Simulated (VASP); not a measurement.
AlH2Cl, 8 atoms in the cell. The cell holds a sheet with vacuum, 8 atoms: a = 3.735 Å, b = 3.735 Å, c = 37.072 Å, α = 90.00°, β = 90.00°, γ = 85.28°. 

```yaml
Program: VASP 6.6.1
Task: single point
Functional: PBE
Potentials_or_basis: VASP PAW PBE potentials, release 64 (Al, H, Cl)
Cutoff: 520 eV
k_mesh: 10 × 10 × 1
Occupations: gaussian, width 0.1 eV
Spin: no spin polarisation
Dipole_correction: yes
Further_INCAR_settings: ALGO = Normal; EDIFF = 1e-06; NBANDS = 22
```

Potentials or basis: VASP PAW PBE potentials, release 64 (Al, H, Cl).

Launch:

```bash
$ cat potpaw_PBE.64/Al/POTCAR potpaw_PBE.64/H/POTCAR potpaw_PBE.64/Cl/POTCAR > POTCAR
$ mpirun -np 1 vasp_std > vasp.out
```

Hardware: 1 thread of AMD EPYC 7R13, with other jobs on the host.

How long does it take, and how much memory?

It took 15 min on 1 thread of AMD EPYC 7R13, with other jobs on the host, peak memory 0.65 GiB. Counts: scf iterations 20, k points 31.
